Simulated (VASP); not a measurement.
**BaTaH5: single point with PBE**

BaTaH5:

```
Ba Ta H
1.0
     3.81830    0.00000    0.00000
     0.00000    3.81830    0.00000
     0.00000    0.00000    6.18612
Ba Ta H
1 1 5
Direct
  0.00000 0.00000 0.00000
  0.00000 0.00000 0.50000
  0.50000 0.50000 0.00000
  0.50000 0.00000 0.69434
  0.00000 0.50000 0.69434
  0.50000 0.00000 0.30566
  0.00000 0.50000 0.30566
```

```json
{
 "Program": "VASP 6.6.1",
 "Task": "single point",
 "Functional": "PBE",
 "Potentials or basis": "VASP PAW PBE potentials, release 64 (Ba_sv, Ta_pv, H)",
 "Cutoff": "520 eV",
 "k mesh": "4 × 4 × 4",
 "Occupations": "gaussian, width 0.1 eV",
 "Spin": "no spin polarisation"
}
```

```
Pressure               : -8.4 GPa
Largest force          : 1.142 eV/Å
Band gap on the k mesh : zero (band 13 reaches 1.92 eV, above the bottom of band 14 at 0.75 eV)
```

Forces in eV/Å, atoms in the order of the input:
```
Ba   0.000  0.000  0.000
Ta   0.000  0.000  0.000
H    0.000  0.000  0.000
H    0.000  0.000 -1.142
H    0.000  0.000 -1.142
H    0.000  0.000  1.142
H    0.000  0.000  1.142
```

Stress tensor (GPa, compression positive):
```
-16.56   0.00   0.00
  0.00 -16.56   0.00
  0.00   0.00   7.90
```

Levels at points of the mesh, in eV from the Fermi level:
```tsv
k point	band 11	band 12	band 13	band 14	band 15	band 16
(0.00, 0.00, 0.00)	-2.17	-0.96	-0.22	-0.02	-0.02	1.28
(0.50, 0.00, 0.00)	-1.48	-0.96	-0.10	0.17	0.43	1.71
(0.50, 0.50, 0.00)	-3.14	-2.62	-1.42	-0.69	1.61	2.32
(0.00, 0.00, 0.50)	-1.28	-1.12	0.41	0.41	0.62	1.28
(0.50, 0.00, 0.50)	-2.68	-0.18	0.46	0.55	0.79	1.80
(0.50, 0.50, 0.50)	-3.33	-2.41	-1.10	0.97	1.61	2.37
```

Run time: 25 s on 1 thread of AMD EPYC 7R13 Processor (Zen 3), with other jobs on the host, peak memory 0.18 GiB.

Caveat: the k points lie up to 0.41 Å⁻¹ apart; spin-orbit coupling is left out, which moves the levels of the heavy elements; forces of over 1 eV/Å act on the atoms, so gaps and moduli don't describe the material at rest.
